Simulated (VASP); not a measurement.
Set up this calculation in VASP 6.6.1, as the native input.

| Quantity | Value |
| --- | --- |
| Task | single point |
| Functional | LDA |
| Potentials or basis | VASP PAW LDA potentials, release 64 (C, O) |
| Cutoff | 520 eV |
| k mesh | 8 × 8 × 8 |
| Occupations | fermi-dirac, width 0.02 eV |
| Spin | no spin polarisation |
| Dipole correction | no |
| Further INCAR settings | ALGO = Normal; EDIFF = 1e-06; NBANDS = 25 |

The structure of CO2 lies in POSCAR:

```
CO2
1.0
   -1.9342995849      1.9342995849      2.9472328734
    1.9342995849     -1.9342995849      2.9472328734
    1.9342995849      1.9342995849     -2.9472328734
C O
2 4
Direct
    0.0000000000      0.0000000000      0.0000000000
    0.7500000000      0.2500000000      0.5000000000
    0.3750000000      0.2940869635      0.4190869635
    0.7059130365      0.1250000000      0.0809130365
    0.8750000000      0.9559130365      0.5809130365
    0.0440869635      0.6250000000      0.9190869635
```

The input as run:

INCAR

```
SYSTEM = CO2
  ALGO = Normal
  EDIFF = 1E-6
  ENCUT = 520
  ISIF = 2
  ISMEAR = -1
  LASPH = .TRUE.
  LCHARG = .TRUE.
  LELF = .TRUE.
  LREAL = .FALSE.
  LVHAR = .TRUE.
  LWAVE = .FALSE.
  NBANDS = 25
  NELM = 60
  PREC = Accurate
  SIGMA = 0.02
```

KPOINTS

```
k-points
0
G
  8 8 8
  0 0 0
```

Potentials or basis: VASP PAW LDA potentials, release 64 (C, O).

Launch:

```bash
$ cat potpaw_LDA.64/C/POTCAR potpaw_LDA.64/O/POTCAR > POTCAR
$ mpirun -np 1 vasp_std > vasp.out
```

It gave:

```yaml
Pressure: 2.5 GPa
Largest_force: 0.141 eV/Å
Band_gap_on_the_k_mesh: 7.52 eV, indirect (least direct gap 8.00 eV)
```

Wall time 38 s on 1 thread of AMD EPYC 9R45 96-Core Processor (Zen 5) (shared host), peak memory 0.14 GiB.
